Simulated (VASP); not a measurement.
A run of VASP 6.6.1:

INCAR

```
PREC = Accurate ; ENCUT = 520
EDIFF = 1E-8 ; ISMEAR = -1
SIGMA = 0.15 ; LREAL = False
LASPH = True ; NELM = 80
ALGO = Normal ; ISIF = 2
LWAVE = False ; LCHARG = False
NBANDS = 16 ; IBRION = 8
NSW = 1
```

File KPOINTS:

```
Automatic mesh
0
Gamma
  16 16 16
```

File POSCAR:

```
TiN
1.0
    0.0000000000      2.0866352001      2.0866352001
    2.0866352001      0.0000000000      2.0866352001
    2.0866352001      2.0866352001      0.0000000000
Ti N
1 1
Direct
    0.0000000000      0.0000000000      0.0000000000
    0.5000000000      0.5000000000      0.5000000000
```

Potentials or basis: VASP PAW LDA potentials, release 64 (Ti_sv, N).

Command:

```bash
$ cat potpaw_LDA.64/Ti_sv/POTCAR potpaw_LDA.64/N/POTCAR > POTCAR
$ mpirun -np 1 vasp_std > vasp.out
```

Hardware: 1 thread of AMD EPYC 7R13 (shared host).

Q: Estimate the wall time of this run.

A: Wall time 13 min on 1 thread of AMD EPYC 7R13, with other jobs on the host, peak memory 0.34 GiB. Counts: scf iterations 53, k points 145.
